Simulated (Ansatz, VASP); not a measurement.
**Two plane-wave programs on TiH**

Contents of INCAR:

```
  ALGO = Normal
  EDIFF = 1E-6
  ENCUT = 520
  GGA = CA
  ISIF = 2
  ISMEAR = 0
  LASPH = True
  LCHARG = False
  LREAL = False
  LWAVE = False
  NBANDS = 14
  NELM = 60
  PREC = Accurate
  SIGMA = 0.15
```

The input KPOINTS:

```
k-points
0
Gamma
  22 22 22
```

The input POSCAR:

```
TiH
1.0
    0.0000000000      2.2060247963      1.8751210769
    2.2060247963      0.0000000000      1.8751210769
    2.2060247963      2.2060247963      0.0000000000
Ti H
1 1
Direct
    0.0000000000      0.0000000000      0.0000000000
    0.5000000000      0.5000000000      0.5000000000
```

Input for Ansatz:

```yaml
crystal:
  lattice:
    - [0.0, 2.2060247963, 1.8751210769]
    - [2.2060247963, 0.0, 1.8751210769]
    - [2.2060247963, 2.2060247963, 0.0]
  atoms:
    - { symbol: Ti, position: [0.0, 0.0, 0.0] }
    - { symbol: H, position: [0.5, 0.5, 0.5] }
basis:
  ecutwfc: 420
kpoints:
  mp_grid: { grid: [22, 22, 22] }
hamiltonian:
  xc: lda
scf:
  occupations: { method: gaussian, width: 0.15 }
output:
  forces: true
  stress: true
  eigenvalues: true
```

Alike in both runs: task single point; functional LDA; k mesh 22 × 22 × 22; occupations gaussian, width 0.15 eV; no spin polarisation.

```csv
,VASP,Ansatz
version,VASP 6.6.1,Ansatz 0.2.0
potentials or method,"VASP PAW LDA potentials, release 64 (Ti_sv, H), cutoff 520 eV","scalar-relativistic, plane waves, PAW"
valence electrons in the cell,13,13
```

```csv
,VASP,Ansatz,Ansatz less VASP
gap on the k mesh at the Fermi level (eV),none,none,-
pressure (GPa),-6.9,-7.0,-0.12
"traceless stress, the component that is largest in VASP (GPa)",5.97,5.87,-0.101
```

LDA's correlation is that of Perdew and Zunger in VASP and of Perdew and Wang (1992) in Ansatz. A gap of «none» marks a metal or a gap that the smearing closes.
